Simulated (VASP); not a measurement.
A run of VASP 6.6.1 is set up as follows.

The input INCAR:

```
SYSTEM = TaN
PREC     = Accurate       ! precision mode
ENCUT    = 520            ! plane-wave cutoff, eV
EDIFF    = 1E-7           ! SCF threshold, eV
ISMEAR   = 0              ! smearing method
SIGMA    = 0.15           ! smearing width, eV
LREAL    = .False.        ! projectors in reciprocal space
LASPH    = .True.         ! aspherical terms in the spheres
NELM     = 60             ! most SCF steps
ALGO     = Normal         ! electronic algorithm
ISIF     = 2              ! what is computed and relaxed
LWAVE    = .False.        ! write WAVECAR
LCHARG   = .False.        ! write CHGCAR
GGA      = PS             ! functional
NBANDS   = 24             ! bands
```

File KPOINTS:

```
Automatic mesh
0
Gamma
  18 18 8
  0 0 0
```

The input POSCAR:

```
TaN
1.0
    3.1184425600      0.0000000000      0.0000000000
   -1.5592212800      2.7006504771      0.0000000000
    0.0000000000      0.0000000000      6.5506004414
Ta N
2 2
Direct
    0.3333333333      0.6666666667      0.0301041378
    0.6666666667      0.3333333333      0.5301041378
    0.3333333333      0.6666666667      0.3548958622
    0.6666666667      0.3333333333      0.8548958622
```

Potentials or basis: VASP PAW PBE potentials, release 64 (Ta_pv, N).

The run is started by

```sh
$ cat potpaw_PBE.64/Ta_pv/POTCAR potpaw_PBE.64/N/POTCAR > POTCAR
$ mpirun -np 1 vasp_std > vasp.out
```

Task: Predict the pressure.

Result: -19.8 GPa.

Task: What does it give for the band gap on the k mesh?

Result: Zero (bands 16 and 17 overlap by 0.06 eV).

Task: Estimate the largest force.

Result: 0.833 eV/Å.

Stress tensor (GPa, compression positive):
```
 -9.74   0.00   0.00
  0.00  -9.74   0.00
  0.00   0.00 -40.01
```

Caveat: the cell stands under tension; the PAW data sets were made with another functional, which shifts forces and pressure a little; spin-orbit coupling is left out, which moves the levels of the heavy elements.
